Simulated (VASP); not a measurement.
A run of VASP 6.6.1 is set up as follows.

Contents of INCAR:

```
SYSTEM = LaScN2
PREC = Accurate
ENCUT = 520
EDIFF = 1E-6
ISMEAR = -1
SIGMA = 0.02
LREAL = .FALSE.
LASPH = .TRUE.
NELM = 60
ALGO = Normal
ISIF = 2
LWAVE = .FALSE.
LCHARG = .FALSE.
GGA = PE
NBANDS = 24
```

Contents of KPOINTS:

```
Automatic mesh
0
G
  6 6 4
  0 0 0
```

The input POSCAR:

```
LaScN2
1.0
    3.5361578791      0.0000000000      0.0000000000
    0.0000000000      3.5361578791      0.0000000000
    0.0000000000      0.0000000000      4.9542300853
Sc N La
1 2 1
Direct
    0.0000000000      0.0000000000      0.0000000000
    0.0000000000      0.0000000000      0.5000000000
    0.5000000000      0.5000000000      0.0000000000
    0.5000000000      0.5000000000      0.5000000000
```

Potentials or basis: VASP PAW PBE potentials, release 64 (Sc_sv, N, La).

Command:

```sh
$ cat potpaw_PBE.64/Sc_sv/POTCAR potpaw_PBE.64/N/POTCAR potpaw_PBE.64/La/POTCAR > POTCAR
$ mpirun -np 1 vasp_std > vasp.out
```

Estimate the pressure.

-0.1 GPa.

Estimate the band gap on the k mesh.

zero (band 16 reaches 7.03 eV, above the bottom of band 17 at 6.78 eV).

Caveat: spin-orbit coupling is left out, which moves the levels of the heavy elements.
